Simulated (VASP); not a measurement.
Ti3H: single point with PBE

Slab: Ti3H, a slab with vacuum.

```xyz
4
Lattice="2.9075 0.0000 0.0000 -1.4538 2.5180 0.0000 0.0000 0.0000 19.9935" Properties=species:S:1:pos:R:3 pbc="T T T"
Ti    1.4538    0.8393    4.0000
Ti    0.0000    1.6787    6.2468
Ti    0.0000    0.0000    8.4935
H    -0.4846    0.8393    9.9451
```

| Quantity | Value |
| --- | --- |
| Program | VASP 6.6.1 |
| Task | single point |
| Functional | PBE |
| Potentials or basis | VASP PAW PBE potentials, release 64 (Ti_sv, H) |
| Cutoff | 520 eV |
| k mesh | 9 × 9 × 1 |
| Occupations | gaussian, width 0.1 eV |
| Spin | no spin polarisation |
| Dipole correction | yes |
| Further INCAR settings | ALGO = Normal; EDIFF = 1e-07; NBANDS = 26 |

| Quantity | Value |
| --- | --- |
| Largest force | 1.369 eV/Å |

Forces in eV/Å, atoms in the order of the input:
```
Ti   0.019  0.017  0.076
Ti  -0.008  0.004 -0.367
Ti   0.663 -1.165  0.280
H   -0.674  1.144  0.011
```

Levels at points of the mesh, in eV from the Fermi level:
```csv
k point,band 14,band 15,band 16,band 17,band 18,band 19,band 20,band 21,band 22,band 23
"(0.00, 0.00, 0.00)",-4.95,-3.36,-2.16,-0.10,0.65,0.68,0.69,0.87,0.88,0.88
```

Wall time 2.8 min on 1 thread of Intel(R) Xeon(R) 6975P-C (Granite Rapids), on a shared host, peak memory 0.34 GiB.
